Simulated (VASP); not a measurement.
BaF2:

```
Ba F
1.0
     0.00000    3.09717    3.09717
     3.09717    0.00000    3.09717
     3.09717    3.09717    0.00000
Ba F
1 2
Direct
  0.00000 0.00000 0.00000
  0.25000 0.25000 0.25000
  0.75000 0.75000 0.75000
```

Base run:

- Program: VASP 6.6.1
- Functional: r2SCAN
- Potentials or basis: VASP PAW PBE potentials, release 64 (Ba_sv, F)
- Cutoff: 660 eV
- k mesh: 6 × 6 × 6
- Occupations: gaussian, width 0.01 eV
- Spin: no spin polarisation

Its results: band gap on the k mesh 7.36 eV (least direct gap 7.43 eV); pressure 0.9 GPa.

**Question.** The run is repeated on the same cell with these changes: functional from r2SCAN to PBE; cutoff from 660 eV to 600 eV. What comes out?

**Answer.** Band gap on the k mesh 6.79 eV (least direct gap 6.86 eV); pressure 2.5 GPa.

Caveats: spin-orbit coupling is left out, which moves the levels of the heavy elements; the PAW data sets were made with another functional, which shifts forces and pressure a little (at least some runs).

A k mesh can miss the band edges.
